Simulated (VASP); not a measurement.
# TiNbB4 (P6/mmm) in VASP: single point with LDA

Aim: the single point of TiNbB4 with LDA.

Everything below comes from runs of VASP 6.6.1. Logs are shortened: lines on timing, memory, paths and dates and some standing lists are left out, and cuts for length are marked.

## Step 1: The cell of the first run

Symmetry: P6/mmm, No. 191, hexagonal system. The conventional cell has a = 3.071 Å, b = 3.071 Å, c = 6.565 Å, α = 90.00°, β = 90.00°, γ = 120.00°. Ti (site symmetry 6/mmm) has 12 B at 2.38 Å and 6 Ti at 3.07 Å within 3.1 Å. Nb (site symmetry 6/mmm) has 12 B at 2.46 Å and 6 Nb at 3.07 Å within 3.2 Å. Within 2.4 Å of B (site symmetry 3m) lie 3 B at 1.77 Å and 3 Ti at 2.38 Å.

## Step 2: Single point, LDA

The input, INCAR:

```
PREC = Accurate ; ENCUT = 520
EDIFF = 1E-7 ; ISMEAR = -1
SIGMA = 0.1 ; LREAL = F
LASPH = T ; NELM = 60
ALGO = Normal ; ISIF = 2
LWAVE = F ; LCHARG = T
LELF = T ; LVHAR = T
NBANDS = 28
```

The input, KPOINTS:

```
Automatic mesh
0
Gamma
  9 9 4
```

The input, POSCAR:

```
TiNbB4
1.0
    3.0710600000      0.0000000000      0.0000000000
   -1.5355300000      2.6596200000      0.0000000000
    0.0000000000      0.0000000000      6.5652900000
Ti Nb B
1 1 4
Direct
    0.0000000000      0.0000000000      0.5000000000
    0.0000000000      0.0000000000      0.0000000000
    0.3333333333      0.6666666667      0.7407700000
    0.3333333333      0.6666666667      0.2592300000
    0.6666666667      0.3333333333      0.7407700000
    0.6666666667      0.3333333333      0.2592300000
```

Potentials or basis: VASP PAW LDA potentials, release 64 (Ti_sv, Nb_sv, B).

Started as:

```
cat potpaw_LDA.64/Ti_sv/POTCAR potpaw_LDA.64/Nb_sv/POTCAR potpaw_LDA.64/B/POTCAR > POTCAR
mpirun -np 1 vasp_std > vasp.out
```

OUTCAR:

```text
PREC = Accurate
   ENCUT = 520
   EDIFF = 1E-7
   ISMEAR = -1
   LREAL = F
   LASPH = T
   NELM = 60
   ISIF = 2

 ion  position               nearest neighbor table
   1  0.000  0.000  0.500-   3 2.38   4 2.38   5 2.38   6 2.38   5 2.38   6 2.38   3 2.38   4 2.38
                             5 2.38   6 2.38   3 2.38   4 2.38
   2  0.000  0.000  0.000-   3 2.46   4 2.46   5 2.46   6 2.46   5 2.46   6 2.46   3 2.46   4 2.46
                             5 2.46   6 2.46   3 2.46   4 2.46
   3  0.333  0.667  0.741-   5 1.77   5 1.77   5 1.77   1 2.38   1 2.38   1 2.38   2 2.46   2 2.46
                             2 2.46
   4  0.333  0.667  0.259-   6 1.77   6 1.77   6 1.77   1 2.38   1 2.38   1 2.38   2 2.46   2 2.46
                             2 2.46
   5  0.667  0.333  0.741-   3 1.77   3 1.77   3 1.77   1 2.38   1 2.38   1 2.38   2 2.46   2 2.46
                             2 2.46
   6  0.667  0.333  0.259-   4 1.77   4 1.77   4 1.77   1 2.38   1 2.38   1 2.38   2 2.46   2 2.46
                             2 2.46

  LATTYP: Found a hexagonal cell.
 ALAT       =     3.0710600000
 C/A-ratio  =     2.1377928142

  Lattice vectors:

 A1 = (   3.0710600000,   0.0000000000,   0.0000000000)
 A2 = (  -1.5355300000,   2.6596200000,   0.0000000000)
 A3 = (   0.0000000000,   0.0000000000,   6.5652900000)

Analysis of symmetry for initial positions (statically):
=====================================================================
 Subroutine PRICEL returns:
 Original cell was already a primitive cell.

 Routine SETGRP: Setting up the symmetry group for a
 hexagonal supercell.

 Subroutine GETGRP returns: Found 24 space group operations
 (whereof 24 operations were pure point group operations)
 out of a pool of 24 trial point group operations.

The static configuration has the point symmetry D_6h.

Analysis of symmetry for dynamics (positions and initial velocities):
=====================================================================
 Subroutine PRICEL returns:
 Original cell was already a primitive cell.

 Routine SETGRP: Setting up the symmetry group for a
 hexagonal supercell.

 Subroutine GETGRP returns: Found 24 space group operations
 (whereof 24 operations were pure point group operations)
 out of a pool of 24 trial point group operations.

The dynamic configuration has the point symmetry D_6h.

 Subroutine INISYM returns: Found 24 space group operations
 (whereof 24 operations are pure point group operations),
 and found     1 'primitive' translations

----------------------------------------------------------------------------------------

                                     Primitive cell

  volume of cell :      53.6243
[... 98 lines left out ...]
   LREAL  =      F    real-space projection
   EDIFFG = 0.1E-05   stopping-criterion for IOM
   NSW    =      0    number of steps for IOM
   IBRION =     -1    ionic relax: 0-MD 1-quasi-New 2-CG
   NFREE  =      0    steps in history (QN), initial steepest desc. (CG)
   ISIF   =      2    stress and relaxation
   ISYM   =      2    0-nonsym 1-usesym 2-fastsym
   POTIM  = 0.5000    time-step for ionic-motion
   TEBEG  =    0.0;   TEEND  =   0.0 temperature during run
   PSTRESS=    0.0 pullay stress
   NELECT =      37.0000    total number of electrons
   NUPDOWN=      -1.0000    fix difference up-down
   EMIN   =  10.00;   EMAX   =-10.00  energy-range for DOS
   EFERMI =   0.00;   METHOD = LEGACY
   ISMEAR =    -1;   SIGMA  =   0.10  broadening in eV -4-tet -1-fermi 0-gaus
   EFERMI_NEDOS =   21; number of points for ismear=-14 and -15
   IALGO  =     38    algorithm
   IMIX   =      4    mixing-type and parameters
     AMIX     =   0.40;   BMIX     =  1.00
     AMIX_MAG =   1.60;   BMIX_MAG =  1.00
  volume/ion in A,a.u.               =       8.94        60.31
  Fermi-wavevector in a.u.,A,eV,Ry     =   1.446621  2.733718 28.473085  2.092713
  Thomas-Fermi vector in A             =   2.564669
   LORBIT       =      0    0 simple, 1 ext, 2 COOP (PROOUT), +10 PAW based schemes
   GGA     = CA    functional components
   LHFCALC =     F    Hartree Fock is set to
   AEXX    =    0.0000 exact exchange contribution
   IVDW    =     0    specifies the selected vdW correction
   LEPSILON=     F    determine dielectric tensor
   LRPA    =     F    only Hartree local field effects (RPA)
 non-spin polarized calculation
  energy-cutoff  :      520.00
  volume of cell :       53.62
 maximum number of plane-waves:      1464
 NGX is ok and might be reduce to    24
   NGX = 11   NGY = 11   NGZ = 25

 number of electron      36.9999995 magnetization

 Free energy of the ion-electron system (eV)
  ---------------------------------------------------
  ext. energy  EPLUGINS =         0.00000000
  ---------------------------------------------------
  free energy    TOTEN  =       -55.50855977 eV

  energy without entropy =      -55.45606223  energy(sigma->0) =      -55.48231100

 E-fermi :  11.3205     XC(G=0): -13.0624

 val. band max:       11.3005052614   @ k =   0.1111   0.1111   0.2500
 cond. band min:      11.3378524506   @ k =   0.2222   0.1111   0.5000
 fundamental gap:      0.0373471891
 Fermi energy:        11.3205177800

 k-point     1 :       0.0000    0.0000    0.0000
  band No.  band energies     occupation
      1     -45.2150      2.00000
      2     -44.0643      2.00000
      3     -22.1085      2.00000
      4     -21.6589      2.00000
      5     -21.6588      2.00000
      6     -20.5621      2.00000
[... 733 lines left out ...]
     27      17.9923      0.00000
     28      18.0053      0.00000

 [... further k-points ...]
[... 5 lines left out ...]
  --------------------------------------------------------------------------------------
  -------------------------------------------------------------------------------------
  Total       -3.7249921     -3.7250034     -4.2636609      0.0000000      0.0000000      0.0000000
  in kB     -111.2946112   -111.2949479   -127.3888562      0.0000000      0.0000000      0.0000000
  external PRESSURE =    -116.6594717 kB  Pullay stress =       0.0000000 kB

 VOLUME and BASIS-vectors are now :
 -----------------------------------------------------------------------------
  energy-cutoff  :      520.00
  volume of cell :       53.62
      direct lattice vectors                 reciprocal lattice vectors
     3.071060000  0.000000000  0.000000000     0.325620470  0.187996781  0.000000000
    -1.535530000  2.659620000  0.000000000     0.000000000  0.375993563  0.000000000
     0.000000000  0.000000000  6.565290000     0.000000000  0.000000000  0.152316196

 POSITION                                       TOTAL-FORCE (eV/Angst)
 -----------------------------------------------------------------------------------
      0.00000      0.00000      3.28265         0.000000      0.000000      0.000000
      0.00000      0.00000      0.00000         0.000000      0.000000      0.000000
     -0.00000      1.77308      4.86337         0.000000     -0.000000      0.089818
     -0.00000      1.77308      1.70192         0.000000      0.000000     -0.089818
      1.53553      0.88654      4.86337        -0.000000      0.000000      0.089818
      1.53553      0.88654      1.70192        -0.000000     -0.000000     -0.089818
 -----------------------------------------------------------------------------------
    total drift:                               -0.000000      0.000000      0.000000

  FREE ENERGIE OF THE ION-ELECTRON SYSTEM (eV)
  ---------------------------------------------------
  free  energy   TOTEN  =       -55.5085597692 eV

  energy  without entropy=      -55.4560622322  energy(sigma->0) =      -55.48231100
```

OSZICAR:

```text
N       E                     dE             d eps       ncg     rms          rms(c)
DAV:   1     0.380743435481E+03    0.38074E+03   -0.17988E+04  2016   0.142E+03
DAV:   2    -0.254038457134E+02   -0.40615E+03   -0.39099E+03  2244   0.494E+02
DAV:   3    -0.611487254496E+02   -0.35745E+02   -0.34670E+02  3436   0.128E+02
DAV:   4    -0.640050809678E+02   -0.28564E+01   -0.28405E+01  3060   0.291E+01
DAV:   5    -0.641099025020E+02   -0.10482E+00   -0.10467E+00  3100   0.532E+00    0.200E+01
DAV:   6    -0.554487063369E+02    0.86612E+01   -0.34723E+01  2876   0.448E+01    0.477E+00
DAV:   7    -0.557905918284E+02   -0.34189E+00   -0.78010E+00  2864   0.197E+01    0.514E+00
DAV:   8    -0.555072953364E+02    0.28330E+00   -0.13719E+00  3204   0.100E+01    0.322E+00
DAV:   9    -0.555072314505E+02    0.63886E-04   -0.14731E-01  3080   0.225E+00    0.117E+00
DAV:  10    -0.555089636344E+02   -0.17322E-02   -0.20837E-02  2904   0.118E+00    0.188E-01
DAV:  11    -0.555085582629E+02    0.40537E-03   -0.22371E-03  3080   0.314E-01    0.102E-01
DAV:  12    -0.555085587660E+02   -0.50312E-06   -0.10967E-04  2832   0.659E-02    0.793E-02
DAV:  13    -0.555085666996E+02   -0.79336E-05   -0.38430E-05  2568   0.535E-02    0.314E-02
DAV:  14    -0.555085597588E+02    0.69408E-05   -0.44394E-05  2656   0.522E-02    0.769E-03
DAV:  15    -0.555085598655E+02   -0.10670E-06   -0.18350E-06  2556   0.118E-02    0.397E-03
DAV:  16    -0.555085597692E+02    0.96313E-07   -0.33694E-07  2484   0.464E-03
   1 F= -.55508560E+02 E0= -.55482311E+02  d E =-.524975E-01
```

stdout:

```text
POSCAR found type information on POSCAR TiNbB
 POSCAR found :  3 types and       6 ions
 scaLAPACK will be used
 LDA part: xc-table for (Slater(with rela. corr.)+CA(PZ))
 , standard interpolation
 POSCAR, INCAR and KPOINTS ok, starting setup
 FFT: planning ... GRIDC
 FFT: planning ... GRID_SOFT
 FFT: planning ... GRID
 WAVECAR not read
 entering main loop
```

It took 2.9 min on 1 thread of AMD EPYC 7R13, shared host; peak memory 0.16 GiB.

Results:

```
Free energy   : -55.5086 eV
Pressure      : -11.7 GPa
Largest force : 0.090 eV/Å
```

Forces in eV/Å, atoms in the order of the input:
```
Ti   0.000  0.000  0.000
Nb   0.000  0.000  0.000
B    0.000  0.000  0.090
B    0.000  0.000 -0.090
B    0.000  0.000  0.090
B    0.000  0.000 -0.090
```

Stress tensor (GPa, compression positive):
```
-11.13   0.00   0.00
  0.00 -11.13   0.00
  0.00   0.00 -12.74
```
